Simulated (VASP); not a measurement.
# ReTeOs3 (Pm-3m) in VASP: a series of runs

Runs on ReTeOs3. Level: PBE. Tasks: single point, relaxation of cell and atoms.

All numbers are computed with VASP 6.6.1; they aren't measurements. Logs are shortened: lines on timing, memory, paths and dates and some standing lists are left out, and cuts for length are marked.

## (1) The cell of the first run

The structure is cubic, space group Pm-3m (No. 221). The conventional cell has a = 4.738 Å, b = 4.738 Å, c = 4.738 Å, α = 90.00°, β = 90.00°, γ = 90.00°. Within 3.1 Å of Re (site symmetry m-3m) lie 6 Os at 2.37 Å. Within 4.4 Å of Te (site symmetry m-3m) lie 12 Os at 3.35 Å and 8 Re at 4.10 Å. Within 3.1 Å of Os (site symmetry 4/mmm) lie 2 Re at 2.37 Å.

## (2) Single point, PBE

Contents of INCAR:

```
SYSTEM = ReTeOs3
ALGO = Normal
EDIFF = 1E-7
ENCUT = 520
GGA = PE
ISIF = 2
ISMEAR = 0
LASPH = .True.
LCHARG = .True.
LELF = .True.
LREAL = .False.
LVHAR = .True.
LWAVE = .False.
NBANDS = 26
NELM = 100
PREC = Accurate
SIGMA = 0.1
```

Contents of KPOINTS:

```
k-points
0
Gamma
  8 8 8
  0 0 0
```

Contents of POSCAR:

```
ReTeOs3
1.0
    4.7381308477      0.0000000000      0.0000000000
    0.0000000000      4.7381308477      0.0000000000
    0.0000000000      0.0000000000      4.7381308477
Re Te Os
1 1 3
Direct
    0.5000000000      0.5000000000      0.5000000000
    0.0000000000      0.0000000000      0.0000000000
    0.5000000000      0.5000000000      0.0000000000
    0.0000000000      0.5000000000      0.5000000000
    0.5000000000      0.0000000000      0.5000000000
```

Potentials or basis: VASP PAW PBE potentials, release 64 (Re, Te, Os).

Command:

```console
$ cat potpaw_PBE.64/Re/POTCAR potpaw_PBE.64/Te/POTCAR potpaw_PBE.64/Os/POTCAR > POTCAR
$ mpirun -np 1 vasp_std > vasp.out
```

OUTCAR:

```text
SYSTEM = ReTeOs3
   EDIFF = 1E-7
   ENCUT = 520
   GGA = PE
   ISIF = 2
   ISMEAR = 0
   LASPH = .True.
   LREAL = .False.
   NELM = 100
   PREC = Accurate

 ion  position               nearest neighbor table
   1  0.500  0.500  0.500-   3 2.37   4 2.37   5 2.37   3 2.37   5 2.37   4 2.37
   2  0.000  0.000  0.000-   3 3.35   4 3.35   5 3.35   4 3.35   5 3.35   3 3.35   4 3.35   4 3.35
                             3 3.35   5 3.35   5 3.35   3 3.35
   3  0.500  0.500  0.000-   1 2.37   1 2.37   4 3.35   5 3.35   2 3.35   4 3.35   5 3.35   2 3.35
                             5 3.35   5 3.35   2 3.35   4 3.35   4 3.35   2 3.35
   4  0.000  0.500  0.500-   1 2.37   1 2.37   3 3.35   5 3.35   2 3.35   3 3.35   2 3.35   5 3.35
                             2 3.35   2 3.35   3 3.35   5 3.35   3 3.35   5 3.35
   5  0.500  0.000  0.500-   1 2.37   1 2.37   3 3.35   4 3.35   2 3.35   3 3.35   2 3.35   3 3.35
                             4 3.35   3 3.35   2 3.35   4 3.35   2 3.35   4 3.35

  LATTYP: Found a simple cubic cell.
 ALAT       =     4.7381308477

  Lattice vectors:

 A1 = (   4.7381308477,   0.0000000000,   0.0000000000)
 A2 = (   0.0000000000,   4.7381308477,   0.0000000000)
 A3 = (   0.0000000000,   0.0000000000,   4.7381308477)

Analysis of symmetry for initial positions (statically):
=====================================================================
 Subroutine PRICEL returns:
 Original cell was already a primitive cell.

 Routine SETGRP: Setting up the symmetry group for a
 simple cubic supercell.

 Subroutine GETGRP returns: Found 48 space group operations
[... 9 lines left out ...]

 Routine SETGRP: Setting up the symmetry group for a
 simple cubic supercell.

 Subroutine GETGRP returns: Found 48 space group operations
[... 11 lines left out ...]
                                     Primitive cell

  volume of cell :     106.3705

  direct lattice vectors                    reciprocal lattice vectors
     4.738130848  0.000000000  0.000000000     0.211053690  0.000000000  0.000000000
     0.000000000  4.738130848  0.000000000     0.000000000  0.211053690  0.000000000
     0.000000000  0.000000000  4.738130848     0.000000000  0.000000000  0.211053690

  length of vectors
     4.738130848  4.738130848  4.738130848     0.211053690  0.211053690  0.211053690

  position of ions in fractional coordinates (direct lattice)
     0.500000000  0.500000000  0.500000000
     0.000000000  0.000000000  0.000000000
     0.500000000  0.500000000  0.000000000
     0.000000000  0.500000000  0.500000000
     0.500000000  0.000000000  0.500000000

  ion indices of the primitive-cell ions
   primitive index   ion index
                 1           1
                 2           2
                 3           3
                 4           4
[... 72 lines left out ...]
   NELM   =    100;   NELMIN=  2; NELMDL= -5     # of ELM steps
   EDIFF  = 0.1E-06   stopping-criterion for ELM
   LREAL  =      F    real-space projection
   EDIFFG = 0.1E-05   stopping-criterion for IOM
   NSW    =      0    number of steps for IOM
   IBRION =     -1    ionic relax: 0-MD 1-quasi-New 2-CG
   NFREE  =      0    steps in history (QN), initial steepest desc. (CG)
   ISIF   =      2    stress and relaxation
   ISYM   =      2    0-nonsym 1-usesym 2-fastsym
   POTIM  = 0.5000    time-step for ionic-motion
   TEBEG  =    0.0;   TEEND  =   0.0 temperature during run
   PSTRESS=    0.0 pullay stress
   NELECT =      37.0000    total number of electrons
   NUPDOWN=      -1.0000    fix difference up-down
   EMIN   =  10.00;   EMAX   =-10.00  energy-range for DOS
   EFERMI =   0.00;   METHOD = LEGACY
   ISMEAR =     0;   SIGMA  =   0.10  broadening in eV -4-tet -1-fermi 0-gaus
   EFERMI_NEDOS =   21; number of points for ismear=-14 and -15
   IALGO  =     38    algorithm
   IMIX   =      4    mixing-type and parameters
     AMIX     =   0.40;   BMIX     =  1.00
     AMIX_MAG =   1.60;   BMIX_MAG =  1.00
  volume/ion in A,a.u.               =      21.27       143.56
  Fermi-wavevector in a.u.,A,eV,Ry     =   1.151335  2.175708 18.035504  1.325572
  Thomas-Fermi vector in A             =   2.287993
   LORBIT       =      0    0 simple, 1 ext, 2 COOP (PROOUT), +10 PAW based schemes
   GGA     = PE    functional components
   LHFCALC =     F    Hartree Fock is set to
   AEXX    =    0.0000 exact exchange contribution
   IVDW    =     0    specifies the selected vdW correction
   LEPSILON=     F    determine dielectric tensor
   LRPA    =     F    only Hartree local field effects (RPA)
 non-spin polarized calculation
 Gauss-broadening in eV      SIGMA  =   0.10
  energy-cutoff  :      520.00
  volume of cell :      106.37
 maximum number of plane-waves:      2897
 NGX is ok and might be reduce to    36
   NGX = 17   NGY = 17   NGZ = 17

 number of electron      37.0000004 magnetization

 Free energy of the ion-electron system (eV)
  ---------------------------------------------------
  ext. energy  EPLUGINS =         0.00000000
  ---------------------------------------------------
  free energy    TOTEN  =       -38.72812062 eV

  energy without entropy =      -38.67165461  energy(sigma->0) =      -38.69988761

 E-fermi :   6.0126     XC(G=0): -11.4370

 val. band max:        6.0107749657   @ k =   0.3750   0.3750   0.3750
 cond. band min:       6.0190305131   @ k =   0.5000   0.5000   0.2500
 fundamental gap:      0.0082555474
 Fermi energy:         6.0125843792

 k-point     1 :       0.0000    0.0000    0.0000
  band No.  band energies     occupation
      1      -5.9356      2.00000
      2      -1.2710      2.00000
      3      -0.2039      2.00000
      4      -0.2039      2.00000
      5       0.2336      2.00000
      6       0.2336      2.00000
[... 685 lines left out ...]
     25       7.9617      0.00000
     26       8.5754      0.00000

 [... further k-points ...]
[... 5 lines left out ...]
  --------------------------------------------------------------------------------------
  -------------------------------------------------------------------------------------
  Total       -0.5128542     -0.5128542     -0.5128542      0.0000000     -0.0000000      0.0000000
  in kB       -7.7247308     -7.7247308     -7.7247308      0.0000000     -0.0000000      0.0000000
  external PRESSURE =      -7.7247308 kB  Pullay stress =       0.0000000 kB

 VOLUME and BASIS-vectors are now :
 -----------------------------------------------------------------------------
  energy-cutoff  :      520.00
  volume of cell :      106.37
      direct lattice vectors                 reciprocal lattice vectors
     4.738130848  0.000000000  0.000000000     0.211053690  0.000000000  0.000000000
     0.000000000  4.738130848  0.000000000     0.000000000  0.211053690  0.000000000
     0.000000000  0.000000000  4.738130848     0.000000000  0.000000000  0.211053690

 POSITION                                       TOTAL-FORCE (eV/Angst)
 -----------------------------------------------------------------------------------
      2.36907      2.36907      2.36907         0.000000      0.000000      0.000000
      0.00000      0.00000      0.00000         0.000000      0.000000      0.000000
      2.36907      2.36907      0.00000         0.000000      0.000000      0.000000
      0.00000      2.36907      2.36907         0.000000      0.000000      0.000000
      2.36907      0.00000      2.36907         0.000000      0.000000      0.000000
 -----------------------------------------------------------------------------------
    total drift:                                0.000000      0.000000      0.000000

  FREE ENERGIE OF THE ION-ELECTRON SYSTEM (eV)
  ---------------------------------------------------
  free  energy   TOTEN  =       -38.7281206238 eV

  energy  without entropy=      -38.6716546055  energy(sigma->0) =      -38.69988761
```

Wall time 2.7 min (1 thread of Intel Xeon Platinum 8259CL at 2.50GHz (Skylake/Cascade Lake), shared host); peak memory 0.27 GiB.

What came out:

```
Free energy : -38.7281 eV
Pressure    : -0.8 GPa
```

Caveat: spin-orbit coupling is left out, which moves the levels of the heavy elements.

## (3) Relaxation of cell and atoms, PBE

This run uses another cell than the first one, of 21.36 Å³/atom, 1.004 times its volume.

Contents of INCAR:

```
PREC = Accurate
ENCUT = 600
EDIFF = 1E-6
ISMEAR = 0
SIGMA = 0.1
LREAL = F
LASPH = T
NELM = 100
ALGO = Normal
ISIF = 3
LWAVE = F
LCHARG = F
GGA = PE
IBRION = 2
NSW = 100
EDIFFG = -0.01
```

Contents of KPOINTS:

```
Automatic mesh
0
Gamma
  8 8 8
```

POSCAR: that of step 2 with these lines changed.

```diff
@@ -2,5 +2,5 @@
 1.0
-    4.7381308477      0.0000000000      0.0000000000
-    0.0000000000      4.7381308477      0.0000000000
-    0.0000000000      0.0000000000      4.7381308477
+    4.7448231984      0.0000000000      0.0000000000
+    0.0000000000      4.7448231984      0.0000000000
+    0.0000000000      0.0000000000      4.7448231984
 Re Te Os
```

Potentials or basis: VASP PAW PBE potentials, release 64 (Re, Te, Os).

Command:

```console
$ cat potpaw_PBE.64/Re/POTCAR potpaw_PBE.64/Te/POTCAR potpaw_PBE.64/Os/POTCAR > POTCAR
$ mpirun -np 1 vasp_std > vasp.out
```

Wall time 6.2 min (1 thread of Intel Xeon Platinum 8259CL at 2.50GHz (Skylake/Cascade Lake), shared host); peak memory 0.33 GiB.

Results (log left out):

```
Free energy                            : -38.7299 eV
Relaxed volume                         : 21.18 Å³/atom
Relaxed cell                           : a = 4.731 Å, b = 4.731 Å, c = 4.731 Å, α = 90.00°, β = 90.00°, γ = 90.00°
Space group after relaxing (to 0.05 Å) : Pm-3m (No. 221)
Energy gained by relaxing              : 0.8 meV/atom
Ionic steps                            : 3
Pressure after relaxing                : 0.0 GPa
```

Step by step:
```tsv
step	energy change (eV)	largest force (eV/Å)	pressure (GPa)	volume (Å³)
1	0.0000	0.0000	-1.37	106.82
2	0.0128	0.0000	2.94	104.02
3	-0.0041	0.0000	0.03	105.89
```

Final structure:
```xyz
5
Lattice="4.7310 0.0000 0.0000 0.0000 4.7310 0.0000 0.0000 0.0000 4.7310" Properties=species:S:1:pos:R:3 pbc="T T T"
Re    2.3655    2.3655    2.3655
Te    0.0000    0.0000    0.0000
Os    2.3655    2.3655    0.0000
Os    0.0000    2.3655    2.3655
Os    2.3655    0.0000    2.3655
```

Levels at points of the mesh, in eV from the Fermi level:
```tsv
k point	band 17	band 18	band 19	band 20	band 21	band 22
(0.00, 0.00, 0.00)	0.23	0.23	0.23	0.58	1.82	1.82
(0.50, 0.00, 0.00)	-0.70	-0.23	0.23	0.81	0.81	1.56
(0.50, 0.50, 0.00)	-0.55	-0.36	-0.31	0.05	0.30	0.30
(0.50, 0.50, 0.50)	-1.30	-1.17	-1.17	-1.17	-0.45	-0.45
```

Caveat: the bands computed are all filled at some k points, so no gap is given; spin-orbit coupling is left out, which moves the levels of the heavy elements.
